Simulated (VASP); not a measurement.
# Ga (Cmce) in VASP: notebook

Ga is run at these levels: LDA; tasks: single point.

Program: VASP 6.6.1. These are calculated values, not measurements. Logs are shortened: lines on timing, memory, paths and dates and some standing lists are left out, and cuts for length are marked.

## 1. The cell of the first run

Symmetry: Cmce, No. 64, orthorhombic system. Conventional cell: a = 4.417 Å, b = 7.491 Å, c = 4.273 Å, α = 90.00°, β = 90.00°, γ = 90.00°. Within 3.2 Å of Ga (site symmetry m) lie 7 Ga at 2.45 to 2.72 Å.

## 2. Single point, LDA (engineering shear strain xz +0.0000, normal strain along z -0.0375)

INCAR reads:

```
SYSTEM = Ga
PREC     = Accurate       ! precision mode
ENCUT    = 520            ! plane-wave cutoff, eV
EDIFF    = 1E-6           ! SCF threshold, eV
ISMEAR   = 0              ! smearing method
SIGMA    = 0.15           ! smearing width, eV
LREAL    = .False.        ! projectors in reciprocal space
LASPH    = .True.         ! aspherical terms in the spheres
NELM     = 80             ! most SCF steps
ALGO     = Fast           ! electronic algorithm
ISIF     = 2              ! what is computed and relaxed
LWAVE    = .False.        ! write WAVECAR
LCHARG   = .False.        ! write CHGCAR
NBANDS   = 34             ! bands
```

KPOINTS reads:

```
Automatic mesh
0
Gamma
  10 10 10
  0 0 0
```

POSCAR reads:

```
Ga
1.0
    2.2085777266     -3.7454996903      0.0000000000
    2.2085777266      3.7454996903      0.0000000000
    0.0000000000      0.0000000000      4.2726076296
Ga
4
Direct
    0.1560190462      0.8439809538      0.0845038705
    0.6560190462      0.3439809538      0.4154961295
    0.8439809538      0.1560190462      0.9154961295
    0.3439809538      0.6560190462      0.5845038705
```

Potentials or basis: VASP PAW LDA potentials, release 64 (Ga_d).

Started as:

```
$ cat potpaw_LDA.64/Ga_d/POTCAR > POTCAR
$ mpirun -np 1 vasp_std > vasp.out
```

OUTCAR:

```text
SYSTEM = Ga
   PREC = Accurate
   ENCUT = 520
   EDIFF = 1E-6
   ISMEAR = 0
   LREAL = .False.
   LASPH = .True.
   NELM = 80
   ISIF = 2

 ion  position               nearest neighbor table
   1  0.156  0.844  0.085-   3 2.45   4 2.56   4 2.56   2 2.62   2 2.62   3 2.72   3 2.72
   2  0.656  0.344  0.415-   4 2.45   3 2.56   3 2.56   1 2.62   1 2.62   4 2.72   4 2.72
   3  0.844  0.156  0.915-   1 2.45   2 2.56   2 2.56   4 2.62   4 2.62   1 2.72   1 2.72
   4  0.344  0.656  0.585-   2 2.45   1 2.56   1 2.56   3 2.62   3 2.62   2 2.72   2 2.72

  LATTYP: Found a base centered orthorhombic cell.
 ALAT       =     4.4171554532
 B/A-ratio  =     1.6958876499
 C/A-ratio  =     0.9672758124

  Lattice vectors:

 A1 = (   2.2085777266,  -3.7454996903,   0.0000000000)
 A2 = (   2.2085777266,   3.7454996903,   0.0000000000)
 A3 = (   0.0000000000,   0.0000000000,   4.2726076296)

Analysis of symmetry for initial positions (statically):
=====================================================================
 Subroutine PRICEL returns:
 Original cell was already a primitive cell.

 Routine SETGRP: Setting up the symmetry group for a
 base centered orthorhombic supercell.

 Subroutine GETGRP returns: Found  8 space group operations
 (whereof  4 operations were pure point group operations)
 out of a pool of  8 trial point group operations.

The static configuration has the point symmetry C_2h.
 The point group associated with its full space group is D_2h.

Analysis of symmetry for dynamics (positions and initial velocities):
=====================================================================
 Subroutine PRICEL returns:
 Original cell was already a primitive cell.

 Routine SETGRP: Setting up the symmetry group for a
 base centered orthorhombic supercell.

 Subroutine GETGRP returns: Found  8 space group operations
 (whereof  4 operations were pure point group operations)
 out of a pool of  8 trial point group operations.

The dynamic configuration has the point symmetry C_2h.
 The point group associated with its full space group is D_2h.

 Subroutine INISYM returns: Found  8 space group operations
 (whereof  4 operations are pure point group operations),
 and found     1 'primitive' translations

----------------------------------------------------------------------------------------

                                     Primitive cell

  volume of cell :      70.6880

  direct lattice vectors                    reciprocal lattice vectors
     2.208577727 -3.745499690  0.000000000     0.226390040 -0.133493537  0.000000000
     2.208577727  3.745499690  0.000000000     0.226390040  0.133493537  0.000000000
     0.000000000  0.000000000  4.272607630     0.000000000  0.000000000  0.234049107

  length of vectors
     4.348170133  4.348170133  4.272607630     0.262817379  0.262817379  0.234049107

  position of ions in fractional coordinates (direct lattice)
     0.156019046  0.843980954  0.084503871
     0.656019046  0.343980954  0.415496129
     0.843980954  0.156019046  0.915496129
     0.343980954  0.656019046  0.584503871

  ion indices of the primitive-cell ions
   primitive index   ion index
                 1           1
                 2           2
                 3           3
                 4           4

----------------------------------------------------------------------------------------

 KPOINTS: Automatic mesh

Automatic generation of k-mesh.
 Grid dimensions read from file:
 generate k-points for:   10   10   10

 Generating k-lattice:

  Cartesian coordinates                     Fractional coordinates (reciprocal lattice)
     0.022639004 -0.013349354  0.000000000     0.100000000  0.000000000  0.000000000
     0.022639004  0.013349354  0.000000000     0.000000000  0.100000000  0.000000000
     0.000000000  0.000000000  0.023404911     0.000000000  0.000000000  0.100000000

  Length of vectors
     0.026281738  0.026281738  0.023404911

  Shift w.r.t. Gamma in fractional coordinates (k-lattice)
     0.000000000  0.000000000  0.000000000

 Subroutine IBZKPT returns following result:
 ===========================================

 Found    186 irreducible k-points:

 Following reciprocal coordinates:
            Coordinates               Weight
  0.000000  0.000000  0.000000      1.000000
  0.100000  0.000000  0.000000      4.000000
  0.200000  0.000000  0.000000      4.000000
  0.300000  0.000000  0.000000      4.000000
  0.400000  0.000000  0.000000      4.000000
  0.500000  0.000000  0.000000      2.000000
[... 16 lines left out ...]
  0.300000  0.300000  0.000000      2.000000
  0.400000  0.300000  0.000000      4.000000
 [... further k-points ...]
   k-points           NKPTS =    186   k-points in BZ     NKDIM =    186   number of bands    NBANDS=     34
   number of dos      NEDOS =    301   number of ions     NIONS =      4
   total plane-waves  NPLWV =  32768
   dimension x,y,z NGX =    32 NGY =   32 NGZ =   32
[... 43 lines left out ...]
   LEPSILON=     F    determine dielectric tensor
   LRPA    =     F    only Hartree local field effects (RPA)
 non-spin polarized calculation
 RMM-DIIS sequential band-by-band and
 Gauss-broadening in eV      SIGMA  =   0.15
  energy-cutoff  :      520.00
  volume of cell :       70.69
 maximum number of plane-waves:      1924
   NGX = 17   NGY = 17   NGZ = 15

 number of electron      51.9999995 magnetization

 Free energy of the ion-electron system (eV)
  ---------------------------------------------------
  ext. energy  EPLUGINS =         0.00000000
  ---------------------------------------------------
  free energy    TOTEN  =       -14.38839436 eV

  energy without entropy =      -14.37960510  energy(sigma->0) =      -14.38399973

 E-fermi :   5.6514     XC(G=0): -11.4971

 val. band max:        5.6416295932   @ k =   0.0000   0.0000   0.5000
 cond. band min:       5.6524878933   @ k =  -0.4000   0.3000   0.2000
 fundamental gap:      0.0108583002
 Fermi energy:         5.6513639074

 k-point     1 :       0.0000    0.0000    0.0000
  band No.  band energies     occupation
      1      -9.6935      2.00000
      2      -9.6880      2.00000
      3      -9.6395      2.00000
      4      -9.6078      2.00000
      5      -9.5822      2.00000
      6      -9.5699      2.00000
[... 26 lines left out ...]
     33      13.0484      0.00000
     34      13.6990      0.00000

 k-point     2 :       0.1000    0.0000    0.0000
  band No.  band energies     occupation
      1      -9.6922      2.00000
      2      -9.6879      2.00000
      3      -9.6417      2.00000
      4      -9.6142      2.00000
      5      -9.5756      2.00000
      6      -9.5665      2.00000
[... 26 lines left out ...]
     33      13.1638      0.00000
     34      14.0656      0.00000

 k-point     3 :       0.2000    0.0000    0.0000
  band No.  band energies     occupation
      1      -9.6973      2.00000
      2      -9.6718      2.00000
      3      -9.6509      2.00000
      4      -9.6287      2.00000
      5      -9.5752      2.00000
      6      -9.5431      2.00000
[... 26 lines left out ...]
     33      12.5036      0.00000
     34      13.5914      0.00000

 k-point     4 :       0.3000    0.0000    0.0000
  band No.  band energies     occupation
      1      -9.6954      2.00000
      2      -9.6604      2.00000
      3      -9.6493      2.00000
      4      -9.6438      2.00000
      5      -9.5825      2.00000
      6      -9.5614      2.00000
[... 26 lines left out ...]
     33      12.1286      0.00000
     34      13.4916      0.00000

 k-point     5 :       0.4000    0.0000    0.0000
  band No.  band energies     occupation
      1      -9.6873      2.00000
      2      -9.6600      2.00000
      3      -9.6579      2.00000
      4      -9.6296      2.00000
      5      -9.5970      2.00000
      6      -9.5911      2.00000
[... 621 lines left out ...]
 k-point    22 :      -0.2000    0.2000    0.0000
  band No.  band energies     occupation
      1      -9.7027      2.00000
      2      -9.6758      2.00000
      3      -9.6519      2.00000
      4      -9.6192      2.00000
      5      -9.5967      2.00000
      6      -9.5826      2.00000
[... 26 lines left out ...]
     33      11.4814      0.00000
     34      12.4407      0.00000

 k-point    23 :       0.3000    0.3000    0.0000
  band No.  band energies     occupation
      1      -9.7338      2.00000
      2      -9.6933      2.00000
      3      -9.6623      2.00000
      4      -9.6197      2.00000
      5      -9.6192      2.00000
      6      -9.5078      2.00000
[... 26 lines left out ...]
     33      15.4635      0.00000
     34      15.5430      0.00000

 k-point    24 :       0.4000    0.3000    0.0000
  band No.  band energies     occupation
      1      -9.7402      2.00000
      2      -9.7073      2.00000
      3      -9.6660      2.00000
      4      -9.6123      2.00000
      5      -9.5902      2.00000
      6      -9.5532      2.00000
[... 26 lines left out ...]
     33      15.6593      0.00000
     34      15.9615      0.00000

 [... further k-points ...]
[... 5 lines left out ...]
  --------------------------------------------------------------------------------------
  -------------------------------------------------------------------------------------
  Total        1.4299536      0.5458029      2.2802547      0.0000000      0.0000000      0.0000000
  in kB       32.4106001     12.3708894     51.6830907      0.0000000      0.0000000      0.0000000
  external PRESSURE =      32.1548601 kB  Pullay stress =       0.0000000 kB

 VOLUME and BASIS-vectors are now :
 -----------------------------------------------------------------------------
  energy-cutoff  :      520.00
  volume of cell :       70.69
      direct lattice vectors                 reciprocal lattice vectors
     2.208577727 -3.745499690  0.000000000     0.226390040 -0.133493537  0.000000000
     2.208577727  3.745499690  0.000000000     0.226390040  0.133493537  0.000000000
     0.000000000  0.000000000  4.272607630     0.000000000  0.000000000  0.234049107

 POSITION                                       TOTAL-FORCE (eV/Angst)
 -----------------------------------------------------------------------------------
      2.20858      2.57676      0.36105         0.000000      0.174296     -0.033802
      2.20858     -1.16874      1.77525         0.000000      0.174296      0.033802
      2.20858     -2.57676      3.91156         0.000000     -0.174296      0.033802
      2.20858      1.16874      2.49736         0.000000     -0.174296     -0.033802
 -----------------------------------------------------------------------------------
    total drift:                                0.000000      0.000000      0.000000

  FREE ENERGIE OF THE ION-ELECTRON SYSTEM (eV)
  ---------------------------------------------------
  free  energy   TOTEN  =       -14.3883943560 eV

  energy  without entropy=      -14.3796050993  energy(sigma->0) =      -14.38399973
```

Wall time 7.3 min (1 thread of Oxide Virtual Turin-like, shared host); peak memory 0.35 GiB.

What came out:

```yaml
Free_energy: -14.3884 eV
Pressure: 3.2 GPa
Largest_force: 0.178 eV/Å
Band_gap_on_the_k_mesh: zero (bands 26 and 27 overlap by 1.51 eV)
```

Forces in eV/Å, atoms in the order of the input:
```
Ga   0.000  0.174 -0.034
Ga   0.000  0.174  0.034
Ga   0.000 -0.174  0.034
Ga   0.000 -0.174 -0.034
```

Caveat: the cell differs from its parent crystal (engineering shear strain xz +0.0000, normal strain along z -0.0375); the cell stands under pressure.

## 3. Single point, LDA (engineering shear strain xz +0.0000, normal strain along z +0.0375)

INCAR reads:

```
SYSTEM = Ga
PREC = Accurate
ENCUT = 520
EDIFF = 1E-6
ISMEAR = 0
SIGMA = 0.15
LREAL = .False.
LASPH = .True.
NELM = 60
ALGO = Fast
ISIF = 2
LWAVE = .False.
LCHARG = .False.
NBANDS = 34
```

KPOINTS reads:

```
regular mesh
0
Gamma
  10 10 10
  0 0 0
```

POSCAR: that of step 2 with these lines changed.

```diff
@@ -4,3 +4,3 @@
     2.2085777266      3.7454996903      0.0000000000
-    0.0000000000      0.0000000000      4.2726076296
+    0.0000000000      0.0000000000      4.6055380942
 Ga
```

Potentials or basis: VASP PAW LDA potentials, release 64 (Ga_d).

Started as:

```
$ cat potpaw_LDA.64/Ga_d/POTCAR > POTCAR
$ mpirun -np 1 vasp_std > vasp.out
```

Wall time 8.4 min (1 thread of Oxide Virtual Turin-like, shared host); peak memory 0.38 GiB.

The run converged. Its results:

```yaml
Free_energy: -14.3973 eV
Pressure: -2.0 GPa
Largest_force: 0.089 eV/Å
Band_gap_on_the_k_mesh: zero (bands 26 and 27 overlap by 1.30 eV)
```

Forces in eV/Å, atoms in the order of the input:
```
Ga   0.000 -0.085  0.024
Ga   0.000 -0.085 -0.024
Ga   0.000  0.085 -0.024
Ga   0.000  0.085  0.024
```

Stress tensor (GPa, compression positive):
```
-1.69  0.00  0.00
 0.00 -0.52  0.00
 0.00  0.00 -3.80
```

Levels at points of the mesh, in eV from the Fermi level:
| k point | band 23 | band 24 | band 25 | band 26 | band 27 | band 28 | band 29 | band 30 |
| --- | --- | --- | --- | --- | --- | --- | --- | --- |
| (0.00, 0.00, 0.00) | -4.11 | -1.61 | -1.41 | -0.60 | 0.99 | 1.21 | 1.22 | 5.10 |
| (0.50, 0.00, 0.00) | -3.48 | -3.48 | -1.67 | -1.67 | 0.48 | 0.48 | 4.10 | 4.10 |
| (0.50, 0.50, 0.00) | -4.09 | -3.25 | -2.16 | -1.81 | 0.91 | 0.98 | 3.32 | 3.55 |
| (0.00, 0.00, 0.50) | 0.04 | 0.04 | 0.06 | 0.06 | 0.19 | 0.19 | 2.09 | 2.09 |
| (0.50, 0.00, 0.50) | -6.40 | -6.40 | -1.52 | -1.52 | 0.59 | 0.59 | 7.12 | 7.12 |
| (0.50, 0.50, 0.50) | -5.50 | -5.50 | -1.30 | -1.30 | -0.81 | -0.81 | 6.13 | 6.13 |

Caveat: the cell differs from its parent crystal (engineering shear strain xz +0.0000, normal strain along z +0.0375).

## 4. Single point, LDA (engineering shear strain xz +0.0000, normal strain along z +0.0750)

INCAR reads:

```
SYSTEM = Ga
PREC = Accurate
ENCUT = 520
EDIFF = 1E-6
ISMEAR = 0
SIGMA = 0.15
LREAL = .False.
LASPH = .True.
NELM = 100
ALGO = Fast
ISIF = 2
LWAVE = .False.
LCHARG = .True.
GGA = CA
LELF = .True.
LVHAR = .True.
NBANDS = 34
```

KPOINTS reads:

```
Automatic mesh
0
Gamma
  10 10 10
  0 0 0
```

POSCAR: that of step 3 with these lines changed.

```diff
@@ -4,3 +4,3 @@
     2.2085777266      3.7454996903      0.0000000000
-    0.0000000000      0.0000000000      4.6055380942
+    0.0000000000      0.0000000000      4.7720033265
 Ga
```

Started as:

```
$ cat potpaw_LDA.64/Ga_d/POTCAR > POTCAR
$ mpirun -np 1 vasp_std > vasp.out
```

Run time: 9.8 min. Hardware: 1 thread of Oxide Virtual Turin-like, shared host; peak memory 0.39 GiB.

Results (log left out):

```
Free energy            : -14.3112 eV
Pressure               : -3.6 GPa
Largest force          : 0.170 eV/Å
Band gap on the k mesh : zero (bands 26 and 27 overlap by 1.21 eV)
```

Forces in eV/Å, atoms in the order of the input:
```
Ga   0.000 -0.165  0.040
Ga   0.000 -0.165 -0.040
Ga   0.000  0.165 -0.040
Ga   0.000  0.165  0.040
```

Stress tensor (GPa, compression positive):
```
-3.63  0.00  0.00
 0.00 -0.96  0.00
 0.00  0.00 -6.08
```

Levels at points of the mesh, in eV from the Fermi level:
| k point | band 23 | band 24 | band 25 | band 26 | band 27 | band 28 | band 29 | band 30 |
| --- | --- | --- | --- | --- | --- | --- | --- | --- |
| (0.00, 0.00, 0.00) | -4.25 | -1.37 | -1.18 | -0.42 | 1.07 | 1.36 | 1.38 | 4.91 |
| (0.50, 0.00, 0.00) | -3.48 | -3.48 | -1.78 | -1.78 | 0.28 | 0.28 | 3.89 | 3.89 |
| (0.50, 0.50, 0.00) | -4.05 | -3.01 | -2.51 | -1.91 | 0.69 | 0.91 | 3.15 | 3.23 |
| (0.00, 0.00, 0.50) | 0.07 | 0.07 | 0.15 | 0.15 | 0.31 | 0.31 | 2.02 | 2.02 |
| (0.50, 0.00, 0.50) | -6.26 | -6.26 | -1.40 | -1.40 | 0.62 | 0.62 | 6.62 | 6.62 |
| (0.50, 0.50, 0.50) | -5.45 | -5.45 | -1.20 | -1.20 | -0.65 | -0.65 | 5.36 | 5.36 |

Caveat: the cell differs from its parent crystal (engineering shear strain xz +0.0000, normal strain along z +0.0750); the stress differs along the axes, from -6 to -1 GPa.

## 5. Single point, LDA

This run uses another cell than the first one, of 18.36 Å³/atom.

INCAR reads:

```
SYSTEM = Ga
PREC = Accurate ; ENCUT = 520
EDIFF = 1E-6 ; ISMEAR = 0
SIGMA = 0.15 ; LREAL = .False.
LASPH = .True. ; NELM = 60
ALGO = Normal ; ISIF = 2
LWAVE = .False. ; LCHARG = .False.
NBANDS = 34
```

KPOINTS is that of step 4.

POSCAR: that of step 4 with these lines changed.

```diff
@@ -4,3 +4,3 @@
     2.2085777266      3.7454996903      0.0000000000
-    0.0000000000      0.0000000000      4.7720033265
+    0.0000000000      0.0000000000      4.4390728619
 Ga
```

Started as:

```
$ cat potpaw_LDA.64/Ga_d/POTCAR > POTCAR
$ mpirun -np 1 vasp_std > vasp.out
```

It took 6.6 min on 1 thread of Oxide Virtual Turin-like, shared host; peak memory 0.36 GiB.

The run converged. Its results:

* Free energy: -14.4316 eV
* Pressure: 0.2 GPa
* Largest force: 0.011 eV/Å
* Band gap on the k mesh: zero (bands 26 and 27 overlap by 1.38 eV)

Forces in eV/Å, atoms in the order of the input:
```
Ga   0.000  0.011  0.000
Ga   0.000  0.011  0.000
Ga   0.000 -0.011  0.000
Ga   0.000 -0.011  0.000
```

Stress tensor (GPa, compression positive):
```
0.43 0.00 0.00
0.00 0.17 0.00
0.00 0.00 0.02
```

Levels at points of the mesh, in eV from the Fermi level:
```csv
k point,band 24,band 25,band 26,band 27,band 28,band 29
"(0.00, 0.00, 0.00)",-1.82,-1.62,-0.75,0.95,1.10,1.10
"(0.50, 0.00, 0.00)",-3.48,-1.46,-1.46,0.79,0.79,4.38
"(0.50, 0.50, 0.00)",-3.46,-1.73,-1.62,1.13,1.21,3.58
"(0.00, 0.00, 0.50)",-0.02,0.06,0.06,0.12,0.12,2.16
"(0.50, 0.00, 0.50)",-6.50,-1.60,-1.60,0.60,0.60,7.55
"(0.50, 0.50, 0.50)",-5.51,-1.35,-1.35,-0.93,-0.93,6.99
```

## 6. Overview

```tsv
cell	gap on the mesh (eV)	pressure (GPa)	largest force (eV/Å)
a = 4.348, b = 4.348, c = 4.273 Å, angles 90.0, 90.0, 118.9°, 4 atoms	none	3.2	0.18
a = 4.348, b = 4.348, c = 4.606 Å, angles 90.0, 90.0, 118.9°, 4 atoms	none	-2.0	0.09
a = 4.348, b = 4.348, c = 4.772 Å, angles 90.0, 90.0, 118.9°, 4 atoms	none	-3.6	0.17
a = 4.348, b = 4.348, c = 4.439 Å, angles 90.0, 90.0, 118.9°, 4 atoms	none	0.2	0.01
```

Alike in all rows: task single point; level LDA; potentials or basis VASP PAW LDA potentials, release 64 (Ga_d); no spin polarisation; k mesh 10 × 10 × 10; cutoff (eV) 520; smearing gaussian 0.15 eV.

Caveats: the cell stands under pressure (at least some runs); the stress differs along the axes, from -6 to -1 GPa (at least some runs).

Total energies depend on the potentials used, so only differences within one code and one set of settings carry meaning.

The gap in the log of VASP goes by the Fermi energy; the results here count the filled bands.